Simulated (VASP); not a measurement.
MgBe2SeS2, 6 atoms in the cell. Symmetry: P-4m2, No. 115, tetragonal system. The conventional cell has a = 3.454 Å, b = 3.454 Å, c = 11.338 Å, α = 90.00°, β = 90.00°, γ = 90.00°. Within 3.2 Å of Mg (site symmetry -4m2) lie 4 Se at 2.44 Å. Within 2.7 Å of Be (site symmetry 2mm) lie 5 S at 2.04 to 2.49 Å. Within 3.2 Å of Se (site symmetry -4m2) lie 4 Mg at 2.44 Å. Within 2.7 Å of S (site symmetry 2mm) lie 5 Be at 2.04 to 2.49 Å. 

| Item | Value |
| --- | --- |
| Program | VASP 6.6.1 |
| Task | single point |
| Functional | PBE |
| Potentials or basis | VASP PAW PBE potentials, release 64 (Mg, Be, Se, S) |
| Cutoff | 520 eV |
| k mesh | 8 × 8 × 4 |
| Occupations | gaussian, width 0.02 eV |
| Spin | no spin polarisation |
| Dipole correction | no |
| Further INCAR settings | ALGO = Normal; EDIFF = 1e-06; NBANDS = 21 |

Potentials or basis: VASP PAW PBE potentials, release 64 (Mg, Be, Se, S).

Run with:

```sh
$ cat potpaw_PBE.64/Mg/POTCAR potpaw_PBE.64/Be/POTCAR potpaw_PBE.64/Se/POTCAR potpaw_PBE.64/S/POTCAR > POTCAR
$ mpirun -np 1 vasp_std > vasp.out
```

Hardware: 1 thread of AMD EPYC 9R45 96-Core Processor (Zen 5), with other jobs on the host.

Question: Estimate the wall time of this run.

Answer: Wall time 87 s on 1 thread of AMD EPYC 9R45 96-Core Processor (Zen 5) (shared host), peak memory 0.3 GiB. Counts: scf iterations 16, k points 45.
